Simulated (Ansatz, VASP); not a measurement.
## Two plane-wave programs on H

```
H
1.0
     2.64964    0.00000    0.00000
     0.00000    2.64964    0.00000
     0.00000    0.00000    0.98049
H
1
Direct
  0.00000 0.00000 0.50000
```

Alike in both runs: task relaxation of cell and atoms; functional PBEsol; dispersion D4; k mesh 10 × 10 × 26; occupations fermi-dirac, width 0.05 eV; no spin polarisation.

```csv
,VASP,Ansatz
version,VASP 6.6.1,Ansatz 0.2.0
potentials or method,"VASP PAW PBE potentials, release 64 (H_h)",Ansatz PAW
plane-wave cutoff (eV),1230,420
valence electrons in the cell,1,1
```

VASP gave:

* gap on the k mesh at the Fermi level, each at its own relaxed structure (eV): none
* relaxed volume (Å³/atom): 7.95
* relaxed length of the cell vector where the two differ most in proportion (Å): 2.839

Which values does Ansatz return?

gap on the k mesh at the Fermi level, each at its own relaxed structure (eV): none; relaxed volume (Å³/atom): 7.83; relaxed length of the cell vector where the two differ most in proportion (Å): 2.817.

VASP's potentials were made for PBE, not for PBEsol. A gap of «none» marks a metal or a gap that the smearing closes.

Noted on VASP's run: the volume moved by over 15 % at a fixed basis, so the end points are rough. Noted on Ansatz's run: the plane-wave basis is chosen anew once the cell has moved, so the energies of steps on either side of that aren't comparable.
